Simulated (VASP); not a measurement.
Input of a VASP 6.6.1 run:

The input INCAR:

```
SYSTEM = TePb
  PREC = Accurate
  ENCUT = 520
  EDIFF = 1E-6
  ISMEAR = -1
  SIGMA = 0.08
  LREAL = .False.
  LASPH = .True.
  NELM = 60
  ALGO = Normal
  ISIF = 2
  LWAVE = .False.
  LCHARG = .True.
  GGA = PS
  LELF = .True.
  LVHAR = .True.
  NBANDS = 17
```

File KPOINTS:

```
regular mesh
0
Gamma
  12 12 12
  0 0 0
```

POSCAR

```
TePb
1.0
    0.0000000000      3.2213498497      3.2213498497
    3.2213498497      0.0000000000      3.2213498497
    3.2213498497      3.2213498497      0.0000000000
Te Pb
1 1
Direct
    0.5000000000      0.5000000000      0.5000000000
    0.0000000000      0.0000000000      0.0000000000
```

Potentials or basis: VASP PAW PBE potentials, release 64 (Te, Pb_d).

Launch:

```console
$ cat potpaw_PBE.64/Te/POTCAR potpaw_PBE.64/Pb_d/POTCAR > POTCAR
$ mpirun -np 1 vasp_std > vasp.out
```

(1) Predict the pressure.

(2) Estimate the band gap on the k mesh.

## Answers

(1) 0.0 GPa.

(2) 0.65 eV.

Caveat: the PAW data sets were made with another functional, which shifts forces and pressure a little; spin-orbit coupling is left out, which moves the levels of the heavy elements.
